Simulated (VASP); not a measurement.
A run of VASP 6.6.1:

The input POSCAR:

```
Nb
1.0
    0.0000000000      2.9653411575      2.9653411575
    2.9653411575      0.0000000000      2.9653411575
    2.9653411575      2.9653411575      0.0000000000
Nb
2
Direct
    0.1250000000      0.1250000000      0.1250000000
    0.8750000000      0.8750000000      0.8750000000
```

INCAR.step1

```
SYSTEM = Nb
PREC = Accurate
ENCUT = 520
ISMEAR = -1
SIGMA = 0.05
LREAL = .False.
LASPH = .True.
NELM = 150
ISPIN = 2
MAGMOM = 1 1
LMAXMIX = 4
NBANDS = 24
GGA = PE
ALGO = Normal
EDIFF = 1E-4
LWAVE = .True.
LCHARG = .False.
```

The input INCAR.step2:

```
SYSTEM = Nb
PREC = Accurate
ENCUT = 520
EDIFF = 1E-6
ISMEAR = -1
SIGMA = 0.05
LREAL = .False.
LASPH = .True.
NELM = 150
ALGO = Normal
ISIF = 2
LWAVE = .False.
LCHARG = .True.
ISPIN = 2
MAGMOM = 1 1
LORBIT = 11
LMAXMIX = 4
METAGGA = R2SCAN
LMIXTAU = .True.
LELF = .True.
LVHAR = .True.
NBANDS = 24
ISTART = 1
```

File KPOINTS:

```
regular mesh
0
Gamma
  11 11 11
  0 0 0
```

Potentials or basis: VASP PAW PBE potentials, release 64 (Nb_sv).

Run with:

```console
$ cat potpaw_PBE.64/Nb_sv/POTCAR > POTCAR
$ cp INCAR.step1 INCAR
$ mpirun -np 1 vasp_std > vasp.out
$ cp INCAR.step2 INCAR
$ mpirun -np 1 vasp_std > vasp.out
```

Hardware: 1 thread of Intel(R) Xeon(R) Platinum 8488C (Sapphire Rapids), on a shared host.

Q: How long does it take, and how much memory?

A: Wall time 5.7 min on 1 thread of Intel(R) Xeon(R) Platinum 8488C (Sapphire Rapids) (shared host), peak memory 0.27 GiB. Counts: k points 56.
